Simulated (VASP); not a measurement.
# Mg (Pm-3m) in VASP: further runs

Mg is run at these levels: PBE; tasks: single point, relaxation of cell and atoms.

Everything below comes from runs of VASP 6.6.1. Logs are shortened: lines on timing, memory, paths and dates and some standing lists are left out, and cuts for length are marked.

## 1. The cell of the first run

Symmetry: Pm-3m, No. 221, cubic system. The conventional cell has a = 3.021 Å, b = 3.021 Å, c = 3.021 Å, α = 90.00°, β = 90.00°, γ = 90.00°. Mg (site symmetry m-3m) has 6 Mg at 3.02 Å within 4.0 Å.

## 2. Single point, PBE

INCAR reads:

```
SYSTEM = Mg
PREC = Accurate
ENCUT = 520
EDIFF = 1E-7
ISMEAR = -1
SIGMA = 0.1
LREAL = .False.
LASPH = .True.
NELM = 100
ALGO = Normal
ISIF = 2
LWAVE = .False.
LCHARG = .True.
GGA = PE
LELF = .True.
LVHAR = .True.
NBANDS = 7
```

KPOINTS reads:

```
Automatic mesh
0
Gamma
  17 17 17
  0 0 0
```

POSCAR reads:

```
Mg
1.0
    3.0205609112      0.0000000000      0.0000000000
    0.0000000000      3.0205609112      0.0000000000
    0.0000000000      0.0000000000      3.0205609112
Mg
1
Direct
    0.0000000000      0.0000000000      0.0000000000
```

Potentials or basis: VASP PAW PBE potentials, release 64 (Mg).

Command:

```console
cat potpaw_PBE.64/Mg/POTCAR > POTCAR
mpirun -np 1 vasp_std > vasp.out
```

OUTCAR:

```text
SYSTEM = Mg
   PREC = Accurate
   ENCUT = 520
   EDIFF = 1E-7
   ISMEAR = -1
   LREAL = .False.
   LASPH = .True.
   NELM = 100
   ISIF = 2
   GGA = PE

 ion  position               nearest neighbor table
   1  0.000  0.000  0.000-

  LATTYP: Found a simple cubic cell.
 ALAT       =     3.0205609112

  Lattice vectors:

 A1 = (   3.0205609112,   0.0000000000,   0.0000000000)
 A2 = (   0.0000000000,   3.0205609112,   0.0000000000)
 A3 = (   0.0000000000,   0.0000000000,   3.0205609112)

Analysis of symmetry for initial positions (statically):
=====================================================================
 Subroutine PRICEL returns:
 Original cell was already a primitive cell.

 Routine SETGRP: Setting up the symmetry group for a
 simple cubic supercell.

 Subroutine GETGRP returns: Found 48 space group operations
[... 9 lines left out ...]

 Routine SETGRP: Setting up the symmetry group for a
 simple cubic supercell.

 Subroutine GETGRP returns: Found 48 space group operations
[... 11 lines left out ...]
                                     Primitive cell

  volume of cell :      27.5590

  direct lattice vectors                    reciprocal lattice vectors
     3.020560911  0.000000000  0.000000000     0.331064339  0.000000000  0.000000000
     0.000000000  3.020560911  0.000000000     0.000000000  0.331064339  0.000000000
     0.000000000  0.000000000  3.020560911     0.000000000  0.000000000  0.331064339

  length of vectors
     3.020560911  3.020560911  3.020560911     0.331064339  0.331064339  0.331064339

  position of ions in fractional coordinates (direct lattice)
     0.000000000  0.000000000  0.000000000

  ion indices of the primitive-cell ions
   primitive index   ion index
                 1           1

----------------------------------------------------------------------------------------

 KPOINTS: Automatic mesh

Automatic generation of k-mesh.
 Grid dimensions read from file:
 generate k-points for:   17   17   17

 Generating k-lattice:

  Cartesian coordinates                     Fractional coordinates (reciprocal lattice)
     0.019474373  0.000000000  0.000000000     0.058823529  0.000000000  0.000000000
     0.000000000  0.019474373  0.000000000     0.000000000  0.058823529  0.000000000
     0.000000000  0.000000000  0.019474373     0.000000000  0.000000000  0.058823529

  Length of vectors
     0.019474373  0.019474373  0.019474373

  Shift w.r.t. Gamma in fractional coordinates (k-lattice)
     0.000000000  0.000000000  0.000000000

 Subroutine IBZKPT returns following result:
 ===========================================

 Found    165 irreducible k-points:

 Following reciprocal coordinates:
            Coordinates               Weight
  0.000000  0.000000  0.000000      1.000000
  0.058824  0.000000  0.000000      6.000000
  0.117647  0.000000  0.000000      6.000000
  0.176471  0.000000  0.000000      6.000000
  0.235294  0.000000  0.000000      6.000000
  0.294118  0.000000  0.000000      6.000000
[... 16 lines left out ...]
  0.411765  0.117647  0.000000     24.000000
  0.470588  0.117647  0.000000     24.000000
 [... further k-points ...]
   k-points           NKPTS =    165   k-points in BZ     NKDIM =    165   number of bands    NBANDS=      7
   number of dos      NEDOS =    301   number of ions     NIONS =      1
   total plane-waves  NPLWV =  13824
   dimension x,y,z NGX =    24 NGY =   24 NGZ =   24
   dimension x,y,z NGXF=    48 NGYF=   48 NGZF=   48
   ions per type =               1
   NGX,Y,Z   is equivalent  to a cutoff of  13.21, 13.21, 13.21 a.u.
   NGXF,Y,Z  is equivalent  to a cutoff of  26.42, 26.42, 26.42 a.u.
 SYSTEM =  Mg
   PREC   = accura    normal or accurate (medium, high low for compatibility)
   ISTART =      0    job   : 0-new  1-cont  2-samecut
   ICHARG =      2    charge: 1-file 2-atom 10-const
   ISPIN  =      1    spin polarized calculation?
   LNONCOLLINEAR =      F non collinear calculations
   LSORBIT =      F    spin-orbit coupling
   LASPH  =      T    aspherical Exc in radial PAW
   ENCUT  =  520.0 eV  38.22 Ry    6.18 a.u.   5.62  5.62  5.62*2*pi/ulx,y,z
   NELM   =    100;   NELMIN=  2; NELMDL= -5     # of ELM steps
   EDIFF  = 0.1E-06   stopping-criterion for ELM
   LREAL  =      F    real-space projection
   EDIFFG = 0.1E-05   stopping-criterion for IOM
   NSW    =      0    number of steps for IOM
   IBRION =     -1    ionic relax: 0-MD 1-quasi-New 2-CG
   NFREE  =      0    steps in history (QN), initial steepest desc. (CG)
   ISIF   =      2    stress and relaxation
   ISYM   =      2    0-nonsym 1-usesym 2-fastsym
   POTIM  = 0.5000    time-step for ionic-motion
   TEBEG  =    0.0;   TEEND  =   0.0 temperature during run
   PSTRESS=    0.0 pullay stress
   NELECT =       2.0000    total number of electrons
   NUPDOWN=      -1.0000    fix difference up-down
   EMIN   =  10.00;   EMAX   =-10.00  energy-range for DOS
   EFERMI =   0.00;   METHOD = LEGACY
   ISMEAR =    -1;   SIGMA  =   0.10  broadening in eV -4-tet -1-fermi 0-gaus
   EFERMI_NEDOS =   21; number of points for ismear=-14 and -15
   IALGO  =     38    algorithm
   IMIX   =      4    mixing-type and parameters
     AMIX     =   0.40;   BMIX     =  1.00
     AMIX_MAG =   1.60;   BMIX_MAG =  1.00
  volume/ion in A,a.u.               =      27.56       185.98
  Fermi-wavevector in a.u.,A,eV,Ry     =   0.682858  1.290415  6.344334  0.466295
  Thomas-Fermi vector in A             =   1.762054
   LORBIT       =      0    0 simple, 1 ext, 2 COOP (PROOUT), +10 PAW based schemes
   GGA     = PE    functional components
   LHFCALC =     F    Hartree Fock is set to
   AEXX    =    0.0000 exact exchange contribution
   IVDW    =     0    specifies the selected vdW correction
   LEPSILON=     F    determine dielectric tensor
   LRPA    =     F    only Hartree local field effects (RPA)
 non-spin polarized calculation
  energy-cutoff  :      520.00
  volume of cell :       27.56
 maximum number of plane-waves:       752
 NGX is ok and might be reduce to    24
   NGX = 11   NGY = 11   NGZ = 11

 number of electron       2.0000000 magnetization

 Free energy of the ion-electron system (eV)
  ---------------------------------------------------
  ext. energy  EPLUGINS =         0.00000000
  ---------------------------------------------------
  free energy    TOTEN  =        -1.13243627 eV

  energy without entropy =       -1.11601191  energy(sigma->0) =       -1.12422409

 E-fermi :   1.6686     XC(G=0):  -7.9078

 val. band max:        1.6312893635   @ k =   0.4706   0.2941   0.1176
 cond. band min:       1.7359204654   @ k =   0.4706   0.4118   0.0000
 fundamental gap:      0.1046311019
 Fermi energy:         1.6685512689

 k-point     1 :       0.0000    0.0000    0.0000
  band No.  band energies     occupation
      1      -4.4804      2.00000
      2       9.7991      0.00000
      3       9.7991      0.00000
      4      11.1617      0.00000
      5      11.1617      0.00000
      6      11.1617      0.00000
      7      15.5861      0.00000

 k-point     2 :       0.0588    0.0000    0.0000
  band No.  band energies     occupation
      1      -4.4235      2.00000
      2       8.8907      0.00000
      3       9.8493      0.00000
      4      11.2094      0.00000
      5      11.2094      0.00000
      6      11.9176      0.00000
      7      15.8715      0.00000

 k-point     3 :       0.1176    0.0000    0.0000
  band No.  band energies     occupation
      1      -4.2528      2.00000
      2       7.5007      0.00000
      3       9.9987      0.00000
      4      11.3526      0.00000
      5      11.3526      0.00000
      6      12.8367      0.00000
      7      16.7347      0.00000

 k-point     4 :       0.1765    0.0000    0.0000
  band No.  band energies     occupation
      1      -3.9690      2.00000
      2       6.0888      0.00000
      3      10.2440      0.00000
      4      11.5915      0.00000
      5      11.5915      0.00000
      6      13.5410      0.00000
      7      18.0695      0.00000

 k-point     5 :       0.2353    0.0000    0.0000
  band No.  band energies     occupation
      1      -3.5733      2.00000
      2       4.7218      0.00000
      3      10.5778      0.00000
      4      11.9262      0.00000
      5      11.9262      0.00000
      6      14.1377      0.00000
      7      19.2847      0.00000

 k-point     6 :       0.2941    0.0000    0.0000
  band No.  band energies     occupation
      1      -3.0670      2.00000
      2       3.4248      0.00000
      3      10.9856      0.00000
      4      12.3571      0.00000
      5      12.3571      0.00000
      6      14.7185      0.00000
      7      18.0942      0.00000

 k-point     7 :       0.3529    0.0000    0.0000
  band No.  band energies     occupation
      1      -2.4526      2.00000
      2       2.2111      0.00877
      3      11.4375      0.00000
      4      12.8844      0.00000
      5      12.8844      0.00000
      6      15.3069      0.00000
      7      16.9895      0.00000

 k-point     8 :       0.4118    0.0000    0.0000
  band No.  band energies     occupation
      1      -1.7343      2.00000
      2       1.0908      1.99383
      3      11.8705      0.00000
      4      13.5076      0.00000
      5      13.5076      0.00000
      6      15.8627      0.00000
      7      15.9786      0.00000

 k-point     9 :       0.4706    0.0000    0.0000
  band No.  band energies     occupation
      1      -0.9343      2.00000
      2       0.0891      2.00000
      3      12.1609      0.00000
      4      14.2199      0.00000
      5      14.2199      0.00000
      6      15.0716      0.00000
      7      15.0716      0.00000

 k-point    10 :       0.0588    0.0588    0.0000
  band No.  band energies     occupation
      1      -4.3665      2.00000
      2       8.6967      0.00000
      3       9.2680      0.00000
      4      11.2571      0.00000
      5      11.4178      0.00000
      6      12.4699      0.00000
      7      16.1147      0.00000

 k-point    11 :       0.1176    0.0588    0.0000
  band No.  band energies     occupation
      1      -4.1959      2.00000
      2       7.5128      0.00000
      3       9.2410      0.00000
      4      11.4003      0.00000
      5      11.6142      0.00000
      6      13.3920      0.00000
      7      16.8849      0.00000
[... 51 lines left out ...]
 k-point    17 :       0.4706    0.0588    0.0000
  band No.  band energies     occupation
      1      -0.8783      2.00000
      2       0.1428      2.00000
      3      11.6493      0.00000
      4      13.5950      0.00000
      5      14.2652      0.00000
      6      14.8363      0.00000
      7      15.1186      0.00000

 k-point    18 :       0.1176    0.1176    0.0000
  band No.  band energies     occupation
      1      -4.0256      2.00000
      2       7.3109      0.00000
      3       8.2459      0.00000
      4      11.5434      0.00000
      5      11.8721      0.00000
      6      14.4681      0.00000
      7      17.3961      0.00000

 k-point    19 :       0.1765    0.1176    0.0000
  band No.  band energies     occupation
      1      -3.7423      2.00000
      2       6.2194      0.00000
      3       8.1886      0.00000
      4      11.7820      0.00000
      5      12.1444      0.00000
      6      15.3923      0.00000
      7      18.0552      0.00000

 k-point    20 :       0.2353    0.1176    0.0000
  band No.  band energies     occupation
      1      -3.3472      2.00000
      2       4.9059      0.00000
      3       8.4907      0.00000
      4      12.1163      0.00000
      5      12.4679      0.00000
      6      16.0433      0.00000
      7      16.9390      0.00000

 k-point    21 :       0.2941    0.1176    0.0000
  band No.  band energies     occupation
      1      -2.8418      2.00000
      2       3.6264      0.00000
      3       8.9222      0.00000
      4      12.5464      0.00000
      5      12.8005      0.00000
      6      15.7816      0.00000
      7      16.6223      0.00000

 k-point    22 :       0.3529    0.1176    0.0000
  band No.  band energies     occupation
      1      -2.2283      2.00000
      2       2.4206      0.00108
      3       9.4489      0.00000
      4      12.9603      0.00000
      5      13.0725      0.00000
      6      15.0474      0.00000
      7      16.9772      0.00000

 k-point    23 :       0.4118    0.1176    0.0000
  band No.  band energies     occupation
      1      -1.5110      2.00000
      2       1.3045      1.94887
      3      10.0388      0.00000
      4      12.6352      0.00000
      5      13.6935      0.00000
      6      14.9650      0.00000
      7      16.1580      0.00000

 k-point    24 :       0.4706    0.1176    0.0000
  band No.  band energies     occupation
      1      -0.7107      2.00000
      2       0.3037      2.00000
      3      10.5753      0.00000
      4      12.0938      0.00000
      5      14.4005      0.00000
      6      15.2590      0.00000
      7      15.2698      0.00000

 [... further k-points ...]

------------------------ aborting loop because EDIFF is reached ----------------------------------------

  FORCE on cell =-STRESS in cart. coord.  units (eV):
  Direction    XX          YY          ZZ          XY          YZ          ZX
  --------------------------------------------------------------------------------------
  -------------------------------------------------------------------------------------
  Total       -0.0057637     -0.0057637     -0.0057637     -0.0000000     -0.0000000      0.0000000
  in kB       -0.3350783     -0.3350783     -0.3350783     -0.0000000     -0.0000000      0.0000000
  external PRESSURE =      -0.3350783 kB  Pullay stress =       0.0000000 kB

 VOLUME and BASIS-vectors are now :
 -----------------------------------------------------------------------------
  energy-cutoff  :      520.00
  volume of cell :       27.56
      direct lattice vectors                 reciprocal lattice vectors
     3.020560911  0.000000000  0.000000000     0.331064339  0.000000000  0.000000000
     0.000000000  3.020560911  0.000000000     0.000000000  0.331064339  0.000000000
     0.000000000  0.000000000  3.020560911     0.000000000  0.000000000  0.331064339

 POSITION                                       TOTAL-FORCE (eV/Angst)
 -----------------------------------------------------------------------------------
      0.00000      0.00000      0.00000         0.000000      0.000000      0.000000
 -----------------------------------------------------------------------------------
    total drift:                                0.000000     -0.000000      0.000000

  FREE ENERGIE OF THE ION-ELECTRON SYSTEM (eV)
  ---------------------------------------------------
  free  energy   TOTEN  =        -1.1324362690 eV

  energy  without entropy=       -1.1160119097  energy(sigma->0) =       -1.12422409
```

Run time: 10 s. Hardware: 1 thread of Intel Xeon Platinum 8488C (Sapphire Rapids), shared host; peak memory 0.15 GiB.

Results:

```
Free energy            : -1.1324 eV
Pressure               : 0.0 GPa
Band gap on the k mesh : zero (band 1 reaches 5.62 eV, above the bottom of band 2 at 0.09 eV)
```

## 3. Relaxation of cell and atoms, PBE

This run uses another cell than the first one, of 25.10 Å³/atom, 0.911 times its volume.

INCAR reads:

```
PREC     = Accurate       # precision mode
ENCUT    = 600            # plane-wave cutoff, eV
EDIFF    = 1E-6           # SCF threshold, eV
ISMEAR   = -1             # smearing method
SIGMA    = 0.1            # smearing width, eV
LREAL    = F              # projectors in reciprocal space
LASPH    = T              # aspherical terms in the spheres
NELM     = 80             # most SCF steps
ALGO     = Normal         # electronic algorithm
ISIF     = 3              # what is computed and relaxed
LWAVE    = F              # write WAVECAR
LCHARG   = F              # write CHGCAR
GGA      = PE             # functional
IBRION   = 2              # ionic algorithm
NSW      = 80             # ionic steps
EDIFFG   = -0.01          # ionic threshold
```

KPOINTS reads:

```
regular mesh
0
Gamma
  11 11 11
```

POSCAR reads:

```
Mg
1.0
    2.9277513048      0.0000000000      0.0000000000
    0.0000000000      2.9277513048      0.0000000000
    0.0000000000      0.0000000000      2.9277513048
Mg
1
Direct
    0.0000000000      0.0000000000      0.0000000000
```

Potentials or basis: VASP PAW PBE potentials, release 64 (Mg).

Command:

```console
cat potpaw_PBE.64/Mg/POTCAR > POTCAR
mpirun -np 1 vasp_std > vasp.out
```

Run time: 8 s. Hardware: 1 thread of Intel Xeon Platinum 8488C (Sapphire Rapids), shared host; peak memory 0.14 GiB.

The run converged. Its results:

- Free energy: -1.1389 eV
- Relaxed volume: 27.50 Å³/atom
- Relaxed cell: a = 3.018 Å, b = 3.018 Å, c = 3.018 Å, α = 90.00°, β = 90.00°, γ = 90.00°
- Space group after relaxing (to 0.05 Å): Pm-3m (No. 221)
- Energy gained by relaxing: 17.4 meV/atom
- Ionic steps: 4
- Pressure after relaxing: 0.0 GPa
- Band gap on the k mesh: zero (band 1 reaches 5.10 eV, above the bottom of band 2 at 0.35 eV)

The path:
```tsv
step	energy change (eV)	largest force (eV/Å)	pressure (GPa)	volume (Å³)
1	0.0000	0.0000	2.51	25.10
2	-0.0149	0.0000	0.86	26.55
3	-0.0173	0.0000	-0.13	27.65
4	-0.0174	0.0000	-0.01	27.50
```

Final structure:
```
Mg
1.0
     3.01845    0.00000    0.00000
     0.00000    3.01845    0.00000
     0.00000    0.00000    3.01845
Mg
1
Direct
  0.00000 0.00000 0.00000
```

Levels at points of the mesh, in eV from the Fermi level:
```csv
k point,band 1,band 2,band 3,band 4
"(0.00, 0.00, 0.00)",-6.15,8.15,8.15,9.52
```

(Part 1 of 2 ends here.)
